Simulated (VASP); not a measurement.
Input of a VASP 6.6.1 run:

The input INCAR:

```
SYSTEM = Lu
AGGAC = 1.0 ; AGGAX = 1.0
ALDAC = 0.0 ; ALDAX = 1.0
ALGO = Normal ; EDIFF = 1E-7
ENCUT = 520 ; GGA = B5
ISIF = 2 ; ISMEAR = -1
LASPH = .True. ; LCHARG = .False.
LREAL = .False. ; LWAVE = .False.
NBANDS = 18 ; NELM = 80
PREC = Accurate ; SIGMA = 0.1
```

KPOINTS

```
k-points
0
Gamma
  11 11 11
  0 0 0
```

File POSCAR:

```
Lu
1.0
    3.3332141649      0.0000000000      0.0000000000
    0.0000000000      3.3332141649      0.0000000000
    0.0000000000      0.0000000000      3.3332141649
Lu
1
Direct
    0.0000000000      0.0000000000      0.0000000000
```

Potentials or basis: VASP PAW PBE potentials, release 64 (Lu).

Run with:

```console
$ cat potpaw_PBE.64/Lu/POTCAR > POTCAR
$ mpirun -np 1 vasp_std > vasp.out
```

Task: Estimate the pressure.

Result: -1.8 GPa.

Task: Estimate the band gap on the k mesh.

Result: Zero (an odd number of electrons rules out a gap without spin polarisation).

Caveat: the PAW data sets were made with another functional, which shifts forces and pressure a little; spin-orbit coupling is left out, which moves the levels of the heavy elements.
